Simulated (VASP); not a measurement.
A run of VASP 6.6.1 is set up as follows.

Contents of INCAR:

```
SYSTEM = HfN
PREC = Accurate
ENCUT = 600
EDIFF = 1E-7
ISMEAR = 0
SIGMA = 0.1
LREAL = .False.
LASPH = .True.
NELM = 80
ALGO = Normal
ISIF = 3
LWAVE = .False.
LCHARG = .False.
GGA = PS
IBRION = 2
NSW = 65
EDIFFG = -0.01
```

File KPOINTS:

```
Automatic mesh
0
Gamma
  12 12 9
  0 0 0
```

File POSCAR:

```
HfN
1.0
    3.1831777528      0.0000000000      0.0000000000
   -1.5915888764      2.7567127987      0.0000000000
    0.0000000000      0.0000000000      5.1975696271
Hf N
2 2
Direct
    0.0000000000      0.0000000000      0.0000000000
    0.0000000000      0.0000000000      0.5000000000
    0.3333333333      0.6666666667      0.2500000000
    0.6666666667      0.3333333333      0.7500000000
```

Potentials or basis: VASP PAW PBE potentials, release 64 (Hf_pv, N).

The run is started by

```bash
$ cat potpaw_PBE.64/Hf_pv/POTCAR potpaw_PBE.64/N/POTCAR > POTCAR
$ mpirun -np 1 vasp_std > vasp.out
```

**Question.** What does it give for the relaxed volume?

**Answer.** 11.76 Å³/atom.

**Question.** What does it give for the relaxed cell?

**Answer.** a = 3.110 Å, b = 3.110 Å, c = 5.618 Å, α = 90.00°, β = 90.00°, γ = 120.00°.

**Question.** What does it give for the space group after relaxing (to 0.1 Å)?

**Answer.** P6_3/mmc (No. 194).

**Question.** Predict the band gap on the k mesh.

**Answer.** Zero (bands 15 and 16 overlap by 1.94 eV).

Step by step:
```csv
step,energy change (eV),largest force (eV/Å),pressure (GPa),volume (Å³)
1,0.0000,0.0000,13.54,45.61
2,-0.0382,0.0000,-21.99,51.97
3,-0.3713,0.0000,-7.86,48.77
4,-0.3722,0.0000,-7.07,48.63
5,-0.4266,0.0000,4.65,46.20
6,-0.4480,0.0000,0.30,47.01
7,-0.4480,0.0000,0.46,46.98
8,-0.4478,0.0000,-0.66,47.17
9,-0.4481,0.0000,0.00,47.06
```

Caveat: the PAW data sets were made with another functional, which shifts forces and pressure a little; spin-orbit coupling is left out, which moves the levels of the heavy elements.
